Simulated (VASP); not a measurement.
Crystal: P.

```xyz
2
Lattice="1.7372 1.0029 3.1504 -1.7372 1.0029 3.1504 0.0000 -2.0059 3.1504" Properties=species:S:1:pos:R:3 pbc="T T T"
P     0.0000    0.0000    7.3050
P     0.0000    0.0000    2.1462
```

Base run:

| Property | Result |
| --- | --- |
| Program | VASP 6.6.1 |
| Functional | PBEsol |
| Potentials or basis | VASP PAW PBE potentials, release 64 (P) |
| Cutoff | 520 eV |
| k mesh | 9 × 9 × 9 |
| Occupations | fermi-dirac, width 0.05 eV |
| Spin | no spin polarisation |

Its results: band gap on the k mesh zero (band 5 reaches 9.17 eV, above the bottom of band 6 at 8.46 eV); pressure -3.4 GPa; largest force 0.116 eV/Å.

The run is repeated on the same cell with these changes: functional from PBEsol to r2SCAN; further incar settings from ALGO = Normal; EDIFF = 1e-06; NBANDS = 12 to ALGO = Normal; EDIFF = 1e-07; NBANDS = 12. What comes out?

Band gap on the k mesh zero (band 5 reaches 9.38 eV, above the bottom of band 6 at 8.68 eV); pressure -1.6 GPa; largest force 0.187 eV/Å.

Caveats: the PAW data sets were made with another functional, which shifts forces and pressure a little.
